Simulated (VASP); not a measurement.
# MnS in VASP: a series of runs

MnS is run at these levels: PBE+U; tasks: single point.

Everything below comes from runs of VASP 6.6.1. Logs are shortened: lines on timing, memory, paths and dates and some standing lists are left out, and cuts for length are marked.

### 1 The cell of the first run

It takes space group Fm-3m (No. 225, cubic). The conventional cell has a = 5.209 Å, b = 5.209 Å, c = 5.209 Å, α = 90.00°, β = 90.00°, γ = 90.00°. Mn (site symmetry m-3m) has 6 S at 2.60 Å within 3.4 Å. S (site symmetry m-3m) has 6 Mn at 2.60 Å within 3.4 Å.

### 2 Single point, PBE+U, collinear spin, ferromagnetic start

INCAR reads:

```
PREC     = Accurate       # precision mode
ENCUT    = 520            # plane-wave cutoff, eV
EDIFF    = 1E-7           # SCF threshold, eV
ISMEAR   = 0              # smearing method
SIGMA    = 0.05           # smearing width, eV
LREAL    = F              # projectors in reciprocal space
LASPH    = T              # aspherical terms in the spheres
NELM     = 150            # most SCF steps
ALGO     = Normal         # electronic algorithm
ISIF     = 2              # what is computed and relaxed
LWAVE    = F              # write WAVECAR
LCHARG   = F              # write CHGCAR
ISPIN    = 2              # spin polarisation
MAGMOM   = 5 0            # initial moments
LORBIT   = 11             # projections on sites
LMAXMIX  = 4              # l up to which the mixer works
LDAU     = T              # DFT+U
LDAUTYPE = 2            
LDAUL    = 2 -1           # shell
LDAUU    = 3.9 0          # U, eV
LDAUJ    = 0 0          
LDAUPRINT= 1            
GGA      = PE             # functional
NBANDS   = 20             # bands
```

KPOINTS reads:

```
Automatic mesh
0
Gamma
  8 8 8
```

POSCAR reads:

```
MnS
1.0
    0.0000000000      2.6045000000      2.6045000000
    2.6045000000      0.0000000000      2.6045000000
    2.6045000000      2.6045000000      0.0000000000
Mn S
1 1
Direct
    0.0000000000      0.0000000000      0.0000000000
    0.5000000000      0.5000000000      0.5000000000
```

Potentials or basis: VASP PAW PBE potentials, release 64 (Mn_pv, S).

Command:

```console
$ cat potpaw_PBE.64/Mn_pv/POTCAR potpaw_PBE.64/S/POTCAR > POTCAR
$ mpirun -np 1 vasp_std > vasp.out
```

OUTCAR:

```text
PREC = Accurate
   ENCUT = 520
   EDIFF = 1E-7
   ISMEAR = 0
   LREAL = F
   LASPH = T
   NELM = 150
   ISIF = 2
   ISPIN = 2
   LORBIT = 11
   GGA = PE

 ion  position               nearest neighbor table
   1  0.000  0.000  0.000-   2 2.60   2 2.60   2 2.60   2 2.60   2 2.60   2 2.60
   2  0.500  0.500  0.500-   1 2.60   1 2.60   1 2.60   1 2.60   1 2.60   1 2.60

  LATTYP: Found a face centered cubic cell.
 ALAT       =     5.2090000000

  Lattice vectors:

 A1 = (   0.0000000000,   2.6045000000,   2.6045000000)
 A2 = (   2.6045000000,   0.0000000000,   2.6045000000)
 A3 = (   2.6045000000,   2.6045000000,   0.0000000000)

Analysis of symmetry for initial positions (statically):
=====================================================================
 Subroutine PRICEL returns:
 Original cell was already a primitive cell.

 Routine SETGRP: Setting up the symmetry group for a
 face centered cubic supercell.

 Subroutine GETGRP returns: Found 48 space group operations
 (whereof 48 operations were pure point group operations)
 out of a pool of 48 trial point group operations.

The static configuration has the point symmetry O_h .

Analysis of symmetry for dynamics (positions and initial velocities):
=====================================================================
 Subroutine PRICEL returns:
 Original cell was already a primitive cell.

 Routine SETGRP: Setting up the symmetry group for a
 face centered cubic supercell.

 Subroutine GETGRP returns: Found 48 space group operations
 (whereof 48 operations were pure point group operations)
 out of a pool of 48 trial point group operations.

The dynamic configuration has the point symmetry O_h .

Analysis of structural, dynamic, and magnetic symmetry:
=====================================================================
 Subroutine PRICEL returns:
[... 167 lines left out ...]
  0.0000  0.0000  0.0768  0.0000  0.0000
 -0.0000  0.0000  0.0000  0.0150 -0.0000
 -0.0000  0.0000  0.0000 -0.0000  0.0768

 occupancies and eigenvectors

  o =  0.0150  v =  0.0000  0.0000  0.0000  0.0000  0.0000 -0.0215  0.0027  0.0000 -0.9998 -0.0000      0.0000  0.0000  0.0000  0.0000  0.0000  0.0000  0.0000  0.0000  0.0000  0.0000
  o =  0.0150  v =  0.0000  0.0000  0.0000  0.0000  0.0000  0.9998  0.0024 -0.0000 -0.0215  0.0000      0.0000  0.0000  0.0000  0.0000  0.0000  0.0000  0.0000  0.0000  0.0000  0.0000
  o =  0.0150  v =  0.0000  0.0000  0.0000  0.0000  0.0000  0.0023 -1.0000  0.0000 -0.0027  0.0000      0.0000  0.0000  0.0000  0.0000  0.0000  0.0000  0.0000  0.0000  0.0000  0.0000
  o =  0.0768  v =  0.0000  0.0000  0.0000  0.0000  0.0000  0.0000  0.0000  1.0000  0.0000 -0.0073      0.0000  0.0000  0.0000  0.0000  0.0000  0.0000  0.0000  0.0000  0.0000  0.0000
  o =  0.0768  v =  0.0000  0.0000  0.0000  0.0000  0.0000 -0.0000  0.0000  0.0073 -0.0000  1.0000      0.0000  0.0000  0.0000  0.0000  0.0000  0.0000  0.0000  0.0000  0.0000  0.0000
  o =  0.9335  v =  0.0000 -0.9989 -0.0000  0.0461 -0.0000  0.0000  0.0000  0.0000  0.0000  0.0000      0.0000  0.0000  0.0000  0.0000  0.0000  0.0000  0.0000  0.0000  0.0000  0.0000
  o =  0.9335  v =  1.0000  0.0000  0.0000  0.0000  0.0000  0.0000  0.0000  0.0000  0.0000  0.0000      0.0000  0.0000  0.0000  0.0000  0.0000  0.0000  0.0000  0.0000  0.0000  0.0000
  o =  0.9335  v =  0.0000 -0.0461  0.0000 -0.9989  0.0000  0.0000  0.0000  0.0000  0.0000  0.0000      0.0000  0.0000  0.0000  0.0000  0.0000  0.0000  0.0000  0.0000  0.0000  0.0000
  o =  0.9555  v =  0.0000 -0.0000  0.0025  0.0000  1.0000  0.0000  0.0000  0.0000  0.0000  0.0000      0.0000  0.0000  0.0000  0.0000  0.0000  0.0000  0.0000  0.0000  0.0000  0.0000
  o =  0.9555  v =  0.0000  0.0000 -1.0000 -0.0000  0.0025  0.0000  0.0000  0.0000  0.0000  0.0000      0.0000  0.0000  0.0000  0.0000  0.0000  0.0000  0.0000  0.0000  0.0000  0.0000

 number of electron      18.9999989 magnetization       4.9999953

 Free energy of the ion-electron system (eV)
  ---------------------------------------------------
  ext. energy  EPLUGINS =         0.00000000
  ---------------------------------------------------
  free energy    TOTEN  =       -12.96847049 eV

  energy without entropy =      -12.96847049  energy(sigma->0) =      -12.96847049

 E-fermi :   6.6746     XC(G=0): -10.5998

 val. band max:        6.4371816612   @ k =   0.5000   0.0000   0.0000
 cond. band min:       6.9647107027   @ k =   0.5000   0.5000   0.0000
 fundamental gap:      0.5275290415
 Fermi energy:         6.6746244434

 spin component 1

 k-point     1 :       0.0000    0.0000    0.0000
  band No.  band energies     occupation
      1     -44.2674      1.00000
      2     -44.2674      1.00000
      3     -44.2674      1.00000
      4      -7.7402      1.00000
      5       1.5572      1.00000
      6       1.5572      1.00000
[... 1097 lines left out ...]
     19      22.0929      0.00000
     20      22.8248      0.00000

 [... further k-points ...]
[... 5 lines left out ...]
  --------------------------------------------------------------------------------------
  -------------------------------------------------------------------------------------
  Total        0.9317498      0.9317498      0.9317498      0.0000000      0.0000000     -0.0000000
  in kB       42.2480618     42.2480618     42.2480618      0.0000000      0.0000000     -0.0000000
  external PRESSURE =      42.2480618 kB  Pullay stress =       0.0000000 kB

 VOLUME and BASIS-vectors are now :
 -----------------------------------------------------------------------------
  energy-cutoff  :      520.00
  volume of cell :       35.33
      direct lattice vectors                 reciprocal lattice vectors
     0.000000000  2.604500000  2.604500000    -0.191975427  0.191975427  0.191975427
     2.604500000  0.000000000  2.604500000     0.191975427 -0.191975427  0.191975427
     2.604500000  2.604500000  0.000000000     0.191975427  0.191975427 -0.191975427

 POSITION                                       TOTAL-FORCE (eV/Angst)
 -----------------------------------------------------------------------------------
      0.00000      0.00000      0.00000         0.000000      0.000000      0.000000
      2.60450      2.60450      2.60450        -0.000000     -0.000000     -0.000000
 -----------------------------------------------------------------------------------
    total drift:                               -0.000000      0.000000      0.000000

  FREE ENERGIE OF THE ION-ELECTRON SYSTEM (eV)
  ---------------------------------------------------
  free  energy   TOTEN  =       -12.9684704853 eV

  energy  without entropy=      -12.9684704853  energy(sigma->0) =      -12.96847049

 total charge

# of ion       s       p       d       tot
------------------------------------------
    1        0.219   6.171   4.892  11.282
    2        1.321   2.465   0.000   3.786
--------------------------------------------------
tot          1.540   8.636   4.892  15.068

 magnetization (x)

# of ion       s       p       d       tot
------------------------------------------
    1        0.048   0.038   4.503   4.590
    2        0.021   0.067   0.000   0.088
--------------------------------------------------
tot          0.070   0.105   4.503   4.677
```

stdout:

```text
POSCAR found type information on POSCAR MnS
 POSCAR found :  2 types and       2 ions
 scaLAPACK will be used
 LDA part: xc-table for (Slater+PW92), standard interpolation
 POSCAR, INCAR and KPOINTS ok, starting setup
 FFT: planning ... GRIDC
 FFT: planning ... GRID_SOFT
 FFT: planning ... GRID
 WAVECAR not read
 entering main loop
```

It took 40 s on 1 thread of Intel Xeon Platinum 8259CL at 2.50GHz (Skylake/Cascade Lake), shared host; peak memory 0.18 GiB.

What came out:

| Quantity | Value |
| --- | --- |
| Free energy | -12.9685 eV |
| Pressure | 4.2 GPa |
| Band gap on the k mesh | 0.53 eV, indirect (least direct gap 2.56 eV) |
| Net moment | 5.00 μB per cell |
| Site moments | Mn +4.59; S +0.09 μB |
| Valence electrons inside the program's atomic spheres | Mn 11.28; S 3.79 |

Eigenvalues of the final occupation matrices:
```csv
site,spin,trace,eigenvalues
site 1 d,1,4.71,0.93 0.93 0.93 0.96 0.96
site 1 d,2,0.20,0.01 0.01 0.01 0.08 0.08
```

Caveat: a cell with one magnetic atom can't hold antiferromagnetic order, which such compounds often take.

### 3 Single point, PBE+U, collinear spin, antiferromagnetic start

This run uses another cell than the first one: it holds 4 atoms, not 2.

INCAR reads:

```
SYSTEM = MnS
ALGO     = Normal         ! electronic algorithm
EDIFF    = 1E-7           ! SCF threshold, eV
ENCUT    = 520            ! plane-wave cutoff, eV
GGA      = PE             ! functional
ISIF     = 2              ! what is computed and relaxed
ISMEAR   = 0              ! smearing method
ISPIN    = 2              ! spin polarisation
LASPH    = .True.         ! aspherical terms in the spheres
LCHARG   = .True.         ! write CHGCAR
LDAU     = .True.         ! DFT+U
LDAUJ    = 0 0          
LDAUL    = 2 -1           ! shell
LDAUPRINT= 1            
LDAUTYPE = 2            
LDAUU    = 3.9 0          ! U, eV
LELF     = .True.         ! ELF
LMAXMIX  = 4              ! l up to which the mixer works
LORBIT   = 11             ! projections on sites
LREAL    = .False.        ! projectors in reciprocal space
LVHAR    = .True.       
LWAVE    = .False.        ! write WAVECAR
MAGMOM   = 4.9 -4.9 0 0   ! initial moments
NBANDS   = 31             ! bands
NELM     = 150            ! most SCF steps
PREC     = Accurate       ! precision mode
SIGMA    = 0.05           ! smearing width, eV
```

KPOINTS reads:

```
k-points
0
Gamma
  8 8 8
  0 0 0
```

POSCAR reads:

```
MnS
1.0
   -2.6218391846     -2.6218391846      5.2656070085
   -5.2656070085     -2.6218391846      2.6218391846
   -2.6218391846     -5.2656070085      2.6218391846
Mn S
2 2
Direct
    0.0000000000      0.0000000000      0.0000000000
    0.5000000000      0.5000000000      0.5000000000
    1.2499999969     -0.7500000031     -0.7500000031
    1.7500000031     -0.2499999969     -0.2499999969
```

Potentials or basis: VASP PAW PBE potentials, release 64 (Mn_pv, S).

Command:

```console
$ cat potpaw_PBE.64/Mn_pv/POTCAR potpaw_PBE.64/S/POTCAR > POTCAR
$ mpirun -np 1 vasp_std > vasp.out
```

Wall time 9.4 min (1 thread of Intel Xeon Platinum 8259CL at 2.50GHz (Skylake/Cascade Lake), shared host); peak memory 0.53 GiB.

Results (log left out):

- Free energy: -26.0735 eV
- Pressure: -0.5 GPa
- Band gap on the k mesh: 2.30 eV
- Net moment: 0.00 μB per cell
- Site moments: Mn +4.53, -4.53; S +0.00 μB
- Valence electrons inside the program's atomic spheres: Mn 11.26; S 3.76

Levels at points of the mesh, in eV from the valence-band top:
Spin up:
| k point | band 16 | band 17 | band 18 | band 19 | band 20 | band 21 | band 22 | band 23 |
| --- | --- | --- | --- | --- | --- | --- | --- | --- |
| (0.00, 0.00, 0.00) | -0.83 | -0.69 | -0.69 | -0.63 | 2.89 | 3.32 | 3.32 | 3.40 |
| (0.50, 0.00, 0.00) | -2.95 | -2.12 | -1.28 | -0.76 | 2.58 | 3.76 | 3.98 | 4.00 |
| (0.50, 0.50, 0.00) | -2.21 | -2.16 | -0.71 | -0.50 | 2.30 | 2.50 | 4.02 | 4.03 |
| (0.50, 0.50, 0.50) | -1.46 | -1.46 | 0.00 | 0.00 | 2.94 | 3.23 | 3.23 | 3.97 |
Spin down:
```tsv
k point	band 17	band 18	band 19	band 20	band 21	band 22
(0.00, 0.00, 0.00)	-0.69	-0.69	-0.63	2.89	3.32	3.32
(0.50, 0.00, 0.00)	-2.12	-1.28	-0.76	2.58	3.76	3.98
(0.50, 0.50, 0.00)	-2.16	-0.71	-0.50	2.30	2.50	4.02
(0.50, 0.50, 0.50)	-1.46	0.00	0.00	2.94	3.23	3.23
```

Eigenvalues of the final occupation matrices:
```tsv
site	spin	trace	eigenvalues
site 1 d	1	4.70	0.93 0.93 0.93 0.95 0.95
site 1 d	2	0.21	0.01 0.01 0.01 0.08 0.08
site 2 d	1	0.21	0.01 0.01 0.01 0.08 0.08
site 2 d	2	4.70	0.93 0.93 0.93 0.95 0.95
```

A k mesh can miss the band edges. The state reached can hang on the start; a lower one may exist.
